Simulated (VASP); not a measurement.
# SiC (Moissanite) (P6_3mc) in VASP: further runs

Aim: see how the results for SiC (Moissanite) move with the level of theory and the settings. Levels: LDA, PBEsol. Tasks: relaxation of cell and atoms.

Program: VASP 6.6.1. These are calculated values, not measurements. Logs are shortened: lines on timing, memory, paths and dates and some standing lists are left out, and cuts for length are marked.

**1. The cell of the first run**

The structure is hexagonal, space group P6_3mc (No. 186). The conventional cell has a = 3.076 Å, b = 3.076 Å, c = 5.048 Å, α = 90.00°, β = 90.00°, γ = 120.00°. Si (site symmetry 3m) has 4 C at 1.87 to 1.94 Å within 2.5 Å. C (site symmetry 3m) has 4 Si at 1.87 to 1.94 Å within 2.5 Å.

**2. Relaxation of cell and atoms, LDA**

The input, INCAR:

```
SYSTEM = SiC
PREC = Accurate ; ENCUT = 600
EDIFF = 1E-6 ; ISMEAR = -1
SIGMA = 0.05 ; LREAL = .False.
LASPH = .True. ; NELM = 80
ALGO = Normal ; ISIF = 3
LWAVE = .False. ; LCHARG = .False.
IBRION = 2 ; NSW = 60
EDIFFG = -0.01
```

The input, KPOINTS:

```
regular mesh
0
Gamma
  10 10 5
  0 0 0
```

The input, POSCAR:

```
SiC
1.0
    3.0760000000      0.0000000000      0.0000000000
   -1.5380000000      2.6638941420      0.0000000000
    0.0000000000      0.0000000000      5.0480000000
Si C
2 2
Direct
    0.6666666667      0.3333333333      0.5000000000
    0.3333333333      0.6666666667      0.0000000000
    0.6666666667      0.3333333333      0.8850000000
    0.3333333333      0.6666666667      0.3850000000
```

Potentials or basis: VASP PAW LDA potentials, release 64 (Si, C).

Started as:

```sh
> cat potpaw_LDA.64/Si/POTCAR potpaw_LDA.64/C/POTCAR > POTCAR
> mpirun -np 1 vasp_std > vasp.out
```

OUTCAR:

```text
SYSTEM = SiC
   PREC = Accurate
   ENCUT = 600
   EDIFF = 1E-6
   ISMEAR = -1
   LREAL = .False.
   LASPH = .True.
   NELM = 80
   ISIF = 3
   IBRION = 2
   NSW = 60
   EDIFFG = -0.01

 ion  position               nearest neighbor table
   1  0.667  0.333  0.500-   4 1.87   4 1.87   4 1.87   3 1.94   2 3.09   2 3.09   2 3.09   2 3.09
                             2 3.09   2 3.09
   2  0.333  0.667  0.000-   3 1.87   3 1.87   3 1.87   4 1.94   1 3.09   1 3.09   1 3.09   1 3.09
                             1 3.09   1 3.09
   3  0.667  0.333  0.885-   2 1.87   2 1.87   2 1.87   1 1.94
   4  0.333  0.667  0.385-   1 1.87   1 1.87   1 1.87   2 1.94

  LATTYP: Found a hexagonal cell.
 ALAT       =     3.0760000000
 C/A-ratio  =     1.6410923277

  Lattice vectors:

 A1 = (   3.0760000000,   0.0000000000,   0.0000000000)
 A2 = (  -1.5380000000,   2.6638941420,   0.0000000000)
 A3 = (   0.0000000000,   0.0000000000,   5.0480000000)

Analysis of symmetry for initial positions (statically):
=====================================================================
 Subroutine PRICEL returns:
 Original cell was already a primitive cell.

 Routine SETGRP: Setting up the symmetry group for a
 hexagonal supercell.

 Subroutine GETGRP returns: Found 12 space group operations
 (whereof  6 operations were pure point group operations)
 out of a pool of 24 trial point group operations.

The static configuration has the point symmetry C_3v.
 The point group associated with its full space group is C_6v.

Analysis of symmetry for dynamics (positions and initial velocities):
=====================================================================
 Subroutine PRICEL returns:
 Original cell was already a primitive cell.

 Routine SETGRP: Setting up the symmetry group for a
 hexagonal supercell.

 Subroutine GETGRP returns: Found 12 space group operations
 (whereof  6 operations were pure point group operations)
 out of a pool of 24 trial point group operations.

The dynamic configuration has the point symmetry C_3v.
 The point group associated with its full space group is C_6v.

 Subroutine INISYM returns: Found 12 space group operations
 (whereof  6 operations are pure point group operations),
 and found     1 'primitive' translations

----------------------------------------------------------------------------------------

                                     Primitive cell

  volume of cell :      41.3640

  direct lattice vectors                    reciprocal lattice vectors
     3.076000000  0.000000000  0.000000000     0.325097529  0.187695146  0.000000000
    -1.538000000  2.663894142  0.000000000     0.000000000  0.375390292  0.000000000
     0.000000000  0.000000000  5.048000000     0.000000000  0.000000000  0.198098257

  length of vectors
     3.076000000  3.076000000  5.048000000     0.375390292  0.375390292  0.198098257

  position of ions in fractional coordinates (direct lattice)
     0.666666667  0.333333333  0.500000000
     0.333333333  0.666666667  0.000000000
     0.666666667  0.333333333  0.885000000
     0.333333333  0.666666667  0.385000000

  ion indices of the primitive-cell ions
   primitive index   ion index
                 1           1
                 2           2
                 3           3
                 4           4

----------------------------------------------------------------------------------------

 KPOINTS: regular mesh

Automatic generation of k-mesh.
 Grid dimensions read from file:
 generate k-points for:   10   10    5

 Generating k-lattice:

  Cartesian coordinates                     Fractional coordinates (reciprocal lattice)
     0.032509753  0.018769515  0.000000000     0.100000000  0.000000000  0.000000000
     0.000000000  0.037539029  0.000000000     0.000000000  0.100000000  0.000000000
     0.000000000  0.000000000  0.039619651     0.000000000  0.000000000  0.200000000

  Length of vectors
     0.037539029  0.037539029  0.039619651

  Shift w.r.t. Gamma in fractional coordinates (k-lattice)
     0.000000000  0.000000000  0.000000000

 Subroutine IBZKPT returns following result:
 ===========================================

 Found     42 irreducible k-points:

 Following reciprocal coordinates:
            Coordinates               Weight
  0.000000  0.000000  0.000000      1.000000
  0.100000 -0.000000  0.000000      6.000000
  0.200000 -0.000000  0.000000      6.000000
  0.300000  0.000000  0.000000      6.000000
  0.400000 -0.000000  0.000000      6.000000
  0.500000  0.000000  0.000000      3.000000
[... 16 lines left out ...]
  0.300000  0.100000  0.200000     24.000000
  0.400000  0.100000  0.200000     24.000000
 [... further k-points ...]
   k-points           NKPTS =     42   k-points in BZ     NKDIM =     42   number of bands    NBANDS=     12
   number of dos      NEDOS =    301   number of ions     NIONS =      4
   total plane-waves  NPLWV =  31360
   dimension x,y,z NGX =    28 NGY =   28 NGZ =   40
   dimension x,y,z NGXF=    56 NGYF=   56 NGZF=   80
   ions per type =               2   2
   NGX,Y,Z   is equivalent  to a cutoff of  15.13, 15.13, 13.17 a.u.
   NGXF,Y,Z  is equivalent  to a cutoff of  30.27, 30.27, 26.35 a.u.
 SYSTEM =  SiC
   PREC   = accura    normal or accurate (medium, high low for compatibility)
   ISTART =      0    job   : 0-new  1-cont  2-samecut
   ICHARG =      2    charge: 1-file 2-atom 10-const
   ISPIN  =      1    spin polarized calculation?
   LNONCOLLINEAR =      F non collinear calculations
   LSORBIT =      F    spin-orbit coupling
   LASPH  =      T    aspherical Exc in radial PAW
   ENCUT  =  600.0 eV  44.10 Ry    6.64 a.u.   6.14  6.14 10.08*2*pi/ulx,y,z
   NELM   =     80;   NELMIN=  2; NELMDL= -5     # of ELM steps
   EDIFF  = 0.1E-05   stopping-criterion for ELM
   LREAL  =      F    real-space projection
   EDIFFG = -.1E-01   stopping-criterion for IOM
   NSW    =     60    number of steps for IOM
   IBRION =      2    ionic relax: 0-MD 1-quasi-New 2-CG
   NFREE  =      1    steps in history (QN), initial steepest desc. (CG)
   ISIF   =      3    stress and relaxation
   ISYM   =      2    0-nonsym 1-usesym 2-fastsym
   POTIM  = 0.5000    time-step for ionic-motion
   TEBEG  =    0.0;   TEEND  =   0.0 temperature during run
   PSTRESS=    0.0 pullay stress
   NELECT =      16.0000    total number of electrons
   NUPDOWN=      -1.0000    fix difference up-down
   EMIN   =  10.00;   EMAX   =-10.00  energy-range for DOS
   EFERMI =   0.00;   METHOD = LEGACY
   ISMEAR =    -1;   SIGMA  =   0.05  broadening in eV -4-tet -1-fermi 0-gaus
   EFERMI_NEDOS =   21; number of points for ismear=-14 and -15
   IALGO  =     38    algorithm
   IMIX   =      4    mixing-type and parameters
     AMIX     =   0.40;   BMIX     =  1.00
     AMIX_MAG =   1.60;   BMIX_MAG =  1.00
  volume/ion in A,a.u.               =      10.34        69.78
  Fermi-wavevector in a.u.,A,eV,Ry     =   1.192817  2.254098 19.358549  1.422813
  Thomas-Fermi vector in A             =   2.328847
   LORBIT       =      0    0 simple, 1 ext, 2 COOP (PROOUT), +10 PAW based schemes
   GGA     = CA    functional components
   LHFCALC =     F    Hartree Fock is set to
   AEXX    =    0.0000 exact exchange contribution
   IVDW    =     0    specifies the selected vdW correction
   LEPSILON=     F    determine dielectric tensor
   LRPA    =     F    only Hartree local field effects (RPA)
 conjugate gradient relaxation of ions
 non-spin polarized calculation
  energy-cutoff  :      600.00
  volume of cell :       41.36
 maximum number of plane-waves:      1398
 NGX is ok and might be reduce to    28
   NGX = 13   NGY = 13   NGZ = 21

--------------------------------------- Ionic step        1  -------------------------------------------

 number of electron      16.0000001 magnetization

 Free energy of the ion-electron system (eV)
  ---------------------------------------------------
  ext. energy  EPLUGINS =         0.00000000
  ---------------------------------------------------
  free energy    TOTEN  =       -33.23638947 eV

  energy without entropy =      -33.23638947  energy(sigma->0) =      -33.23638947

------------------------ aborting loop because EDIFF is reached ----------------------------------------

  FORCE on cell =-STRESS in cart. coord.  units (eV):
  Direction    XX          YY          ZZ          XY          YZ          ZX
  --------------------------------------------------------------------------------------
  -------------------------------------------------------------------------------------
  Total       -0.5984818     -0.5984818     -1.6985796      0.0000000      0.0000000      0.0000000
  in kB      -23.1813578    -23.1813578    -65.7921128      0.0000000      0.0000000      0.0000000
  external PRESSURE =     -37.3849428 kB  Pullay stress =       0.0000000 kB
[... 213 lines left out ...]
  energy  without entropy=      -33.2809641965  energy(sigma->0) =      -33.28096420

--------------------------------------- Ionic step        7  -------------------------------------------

 number of electron      15.9999999 magnetization

 Free energy of the ion-electron system (eV)
  ---------------------------------------------------
  ext. energy  EPLUGINS =         0.00000000
  ---------------------------------------------------
  free energy    TOTEN  =       -33.28096917 eV

  energy without entropy =      -33.28096917  energy(sigma->0) =      -33.28096917

 E-fermi :   9.3620     XC(G=0): -11.6253

 val. band max:        8.4126784767   @ k =   0.0000   0.0000   0.0000
 cond. band min:      10.6932549679   @ k =   0.3000   0.3000   0.0000
 fundamental gap:      2.2805764912
 Fermi energy:         9.3619790862

 k-point     1 :       0.0000    0.0000    0.0000
  band No.  band energies     occupation
      1      -7.2055      2.00000
      2      -3.5232      2.00000
      3      -0.4041      2.00000
      4       7.0887      2.00000
      5       7.0887      2.00000
      6       8.2987      2.00000
      7       8.4127      2.00000
      8       8.4127      2.00000
      9      13.3242      0.00000
     10      14.8166      0.00000
     11      15.0711      0.00000
     12      15.0711      0.00000
[... 331 lines left out ...]
 k-point    24 :       0.4000    0.1000    0.2000
  band No.  band energies     occupation
      1      -3.7665      2.00000
      2      -2.1855      2.00000
      3       0.2331      2.00000
      4       1.7784      2.00000
      5       3.6721      2.00000
      6       4.6125      2.00000
      7       5.8902      2.00000
      8       6.3848      2.00000
      9      12.0129      0.00000
     10      12.4058      0.00000
     11      15.3760      0.00000
     12      15.7747      0.00000

 [... further k-points ...]
[... 5 lines left out ...]
  --------------------------------------------------------------------------------------
  -------------------------------------------------------------------------------------
  Total       -0.0380455     -0.0380455     -0.0395675      0.0000000      0.0000000      0.0000000
  in kB       -1.4995702     -1.4995702     -1.5595607      0.0000000      0.0000000      0.0000000
  external PRESSURE =      -1.5195671 kB  Pullay stress =       0.0000000 kB
[... 19 lines left out ...]
  FREE ENERGIE OF THE ION-ELECTRON SYSTEM (eV)
  ---------------------------------------------------
  free  energy   TOTEN  =       -33.2809691687 eV

  energy  without entropy=      -33.2809691686  energy(sigma->0) =      -33.28096917

 reached required accuracy - stopping structural energy minimisation
```

Wall time 49 s (1 thread of Intel Xeon 6975P-C, shared host); peak memory 0.16 GiB.

What came out:

```yaml
Free_energy: -33.2810 eV
Relaxed_volume: 10.16 Å³/atom
Relaxed_cell: a = 3.058 Å, b = 3.058 Å, c = 5.019 Å, α = 90.00°, β = 90.00°, γ = 120.00°
Space_group_after_relaxing_to_0.05_Å: P6_3mc (No. 186)
Energy_gained_by_relaxing: 11.1 meV/atom
Ionic_steps: 7
Pressure_after_relaxing: -0.2 GPa
Band_gap_on_the_k_mesh: 2.28 eV, indirect (least direct gap 3.91 eV)
```

Step by step:
```tsv
step	energy change (eV)	largest force (eV/Å)	pressure (GPa)	volume (Å³)
1	0.0000	0.7347	-3.74	41.36
2	-0.0074	0.6673	4.26	39.93
3	-0.0419	0.0778	0.20	40.58
4	-0.0419	0.0626	0.29	40.57
5	-0.0445	0.0131	0.16	40.59
6	-0.0446	0.0023	0.18	40.59
7	-0.0446	0.0019	-0.15	40.65
```

Final structure:
```
Si C
1.0
     3.05809    0.00000    0.00000
    -1.52905    2.64839    0.00000
     0.00000    0.00000    5.01898
Si C
2 2
Direct
  0.66667 0.33333 0.50459
  0.33333 0.66667 0.00459
  0.66667 0.33333 0.88041
  0.33333 0.66667 0.38041
```

Levels at points of the mesh, in eV from the valence-band top:
| k point | band 5 | band 6 | band 7 | band 8 | band 9 | band 10 | band 11 | band 12 |
| --- | --- | --- | --- | --- | --- | --- | --- | --- |
| (0.00, 0.00, 0.00) | -1.32 | -0.11 | 0.00 | 0.00 | 4.91 | 6.40 | 6.66 | 6.66 |
| (0.50, 0.00, 0.00) | -5.51 | -3.36 | -3.36 | -1.20 | 2.71 | 4.16 | 6.94 | 7.10 |

A k mesh can miss the band edges. LDA usually gives volumes a few per cent too small.

**3. Relaxation of cell and atoms, PBEsol**

The input, INCAR:

```
SYSTEM = SiC
PREC = Accurate
ENCUT = 600
EDIFF = 1E-6
ISMEAR = -1
SIGMA = 0.05
LREAL = .FALSE.
LASPH = .TRUE.
NELM = 80
ALGO = Normal
ISIF = 3
LWAVE = .FALSE.
LCHARG = .FALSE.
GGA = PS
IBRION = 2
NSW = 60
EDIFFG = -0.01
```

The input, KPOINTS:

```
regular mesh
0
G
  10 10 5
  0 0 0
```

POSCAR is that of step 2.

Potentials or basis: VASP PAW PBE potentials, release 64 (Si, C).

Started as:

```sh
> cat potpaw_PBE.64/Si/POTCAR potpaw_PBE.64/C/POTCAR > POTCAR
> mpirun -np 1 vasp_std > vasp.out
```

It took 72 s on 1 thread of Intel Xeon 6975P-C, shared host; peak memory 0.18 GiB.

Results (log left out):

| Item | Value |
| --- | --- |
| Free energy | -31.8243 eV |
| Relaxed volume | 10.35 Å³/atom |
| Relaxed cell | a = 3.077 Å, b = 3.077 Å, c = 5.050 Å, α = 90.00°, β = 90.00°, γ = 120.00° |
| Space group after relaxing (to 0.05 Å) | P6_3mc (No. 186) |
| Energy gained by relaxing | 9.0 meV/atom |
| Ionic steps | 7 |
| Pressure after relaxing | 0.0 GPa |
| Band gap on the k mesh | 2.27 eV, indirect (least direct gap 3.85 eV) |

Step by step:
| step | energy change (eV) | largest force (eV/Å) | pressure (GPa) | volume (Å³) |
| --- | --- | --- | --- | --- |
| 1 | 0.0000 | 0.7510 | 0.48 | 41.36 |
| 2 | -0.0027 | 0.6811 | -0.53 | 41.55 |
| 3 | -0.0330 | 0.0717 | -0.34 | 41.46 |
| 4 | -0.0360 | 0.0152 | 0.28 | 41.35 |
| 5 | -0.0361 | 0.0041 | 0.19 | 41.37 |
| 6 | -0.0361 | 0.0050 | -0.15 | 41.43 |
| 7 | -0.0361 | 0.0011 | 0.00 | 41.40 |

Final structure:
```yaml
crystal:
  lattice:
    - [3.07694, 0.00000, 0.00000]
    - [-1.53847, 2.66471, 0.00000]
    - [0.00000, 0.00000, 5.04952]
  atoms:
    - { symbol: Si, position: [0.66667, 0.33333, 0.50459] }
    - { symbol: Si, position: [0.33333, 0.66667, 0.00459] }
    - { symbol: C, position: [0.66667, 0.33333, 0.88041] }
    - { symbol: C, position: [0.33333, 0.66667, 0.38041] }
```

Levels at points of the mesh, in eV from the valence-band top:
| k point | band 6 | band 7 | band 8 | band 9 | band 10 | band 11 |
| --- | --- | --- | --- | --- | --- | --- |
| (0.00, 0.00, 0.00) | -0.11 | 0.00 | 0.00 | 4.73 | 6.14 | 6.59 |
| (0.50, 0.00, 0.00) | -3.34 | -3.34 | -1.20 | 2.65 | 4.12 | 6.79 |

Caveat: the PAW data sets were made with another functional, which shifts forces and pressure a little.
